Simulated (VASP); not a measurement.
**NaI: single point with PBE**

The system is NaI.

```
Na I
1.0
     0.00000    3.23640    3.23640
     3.23640    0.00000    3.23640
     3.23640    3.23640    0.00000
Na I
1 1
Direct
  0.00000 0.00000 0.00000
  0.51854 0.51854 0.48146
```

This cell differs from its parent crystal: atom 2 (I) moved by [0.0, 0.0, 0.12] A.

```yaml
Program: VASP 6.6.1
Task: single point
Functional: PBE
Potentials_or_basis: VASP PAW PBE potentials, release 64 (Na_pv, I)
Cutoff: 520 eV
k_mesh: 7 × 7 × 7
Occupations: fermi-dirac, width 0.01 eV
Spin: no spin polarisation
```

```
Pressure               : 0.5 GPa
Largest force          : 0.114 eV/Å
Band gap on the k mesh : 3.64 eV
```

Forces on the atoms (eV/Å):
```
Na   0.000  0.000  0.114
I    0.000  0.000 -0.114
```

Stress tensor (GPa, compression positive):
```
0.41 0.00 0.00
0.00 0.41 0.00
0.00 0.00 0.69
```

Levels at points of the mesh, in eV from the valence-band top:
| k point | band 4 | band 5 | band 6 | band 7 | band 8 | band 9 | band 10 | band 11 |
| --- | --- | --- | --- | --- | --- | --- | --- | --- |
| (0.00, 0.00, 0.00) | -11.02 | -0.01 | 0.00 | 0.00 | 3.64 | 7.93 | 7.93 | 7.94 |

It took 23 s on 1 thread of AMD EPYC 9R45 96-Core Processor (Zen 5), with other jobs on the host, peak memory 0.19 GiB.

Caveat: the cell differs from its parent crystal (atom 2 (I) moved by [0.0, 0.0, 0.12] A); spin-orbit coupling is left out, which moves the levels of the heavy elements.
